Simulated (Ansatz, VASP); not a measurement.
Sb: VASP and Ansatz over several settings

```
Sb
1.0
    -1.55523    1.55523    2.67529
     1.55523   -1.55523    2.67529
     1.55523    1.55523   -2.67529
Sb
1
Direct
  0.00000 0.00000 0.00000
```

Single points on this cell with VASP 6.6.1 and Ansatz 0.2.0. Each row is one pair of runs. Alike in all rows: spin: off; smearing: fermi-dirac, width 0.05 eV.

| level | k mesh | VASP's potentials, cutoff | Ansatz's potentials, cutoff | gap on the k mesh at the Fermi level (eV), VASP | gap on the k mesh at the Fermi level (eV), Ansatz | pressure (GPa), VASP | pressure (GPa), Ansatz |
| --- | --- | --- | --- | --- | --- | --- | --- |
| LDA | 12 × 12 × 12 | VASP PAW LDA potentials, release 64 (Sb), 520 eV | Ansatz PAW, 420 eV | none | none | 0.4 | 0.2 |
| r2SCAN | 12 × 12 × 12 | VASP PAW PBE potentials, release 64 (Sb), 520 eV | Ansatz PAW, 500 eV | none | none | 4.2 | 4.2 |
| PBE0 | 6 × 6 × 6 | VASP PAW PBE potentials, release 64 (Sb), 520 eV | Ansatz PAW, 420 eV | none | none | 1.0 | 2.4 |

Pressure (GPa): the two programs differ by at most 1.33.

VASP's potentials hold 5 valence electrons a cell and Ansatz's 15, so a difference there can come from the potentials and not from the codes.

A gap of «none» marks a metal or a gap that the smearing closes.

The k mesh is coarse in some rows, so the values compare programs but aren't converged. Spin-orbit coupling is off throughout.
